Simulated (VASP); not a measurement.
**GaAs: single point with PBE**

**Measured values to compare with.**

“Evidence of valence band perturbations in GaAsN/GaAs(001): A combined variable-angle spectroscopic ellipsometry and modulated photoreflectance investigation”, 2008, arxiv:0805.2212 reports, for a bulk crystal of GaAs at 300 K: band gap 1.412 ± 0.01 eV (direct).

The system is GaAs.

```
Ga As
1.0
     0.00000    2.85484    2.85484
     2.85484    0.00000    2.85484
     2.85484    2.85484    0.00000
Ga As
1 1
Direct
  0.00000 0.00000 0.00000
  0.25000 0.25000 0.25000
```

```yaml
Program: VASP 6.6.1
Task: single point
Functional: PBE
Potentials_or_basis: VASP PAW PBE potentials, release 64 (Ga_d, As)
Cutoff: 520 eV
k_mesh: 6 × 6 × 6
Occupations: gaussian, width 0.01 eV
Spin: no spin polarisation
```

| Item | Value |
| --- | --- |
| Pressure | 1.3 GPa |
| Band gap on the k mesh | 0.30 eV, direct |

Levels at points of the mesh, in eV from the valence-band top:
```csv
k point,band 5,band 6,band 7,band 8,band 9,band 10,band 11,band 12,band 13,band 14
"(0.00, 0.00, 0.00)",-14.70,-12.52,0.00,0.00,0.00,0.30,3.71,3.71,3.71,7.49
"(0.50, 0.00, 0.00)",-14.69,-10.84,-6.49,-1.10,-1.10,0.91,4.62,4.62,7.72,10.18
"(0.50, 0.50, 0.00)",-14.69,-10.14,-6.69,-2.58,-2.58,1.51,1.66,9.93,9.93,10.72
```

Run time: 11 s on 1 thread of Intel(R) Xeon(R) Platinum 8488C (Sapphire Rapids), with other jobs on the host, peak memory 0.16 GiB.

Against the measured gap of GaAs, 1.412 eV (direct; 300 K; “Evidence of valence band perturbations in GaAsN/GaAs(001): A combined variable-angle spectroscopic ellipsometry and modulated photoreflectance investigation”, 2008, arxiv:0805.2212), the calculated 0.30 eV is off by -1.11 eV. So large a miss can be the level of theory's own, or it may mean another phase, state or a wrong row. 3 values of this kind are on record (1.412 to 1.51 eV); this one was drawn at random among those near their median, those with a stated uncertainty first. Spin-orbit coupling on As, Ga is left out. The value is that of PBE, without temperature or zero-point motion. Semilocal functionals fall short of measured gaps as a rule.
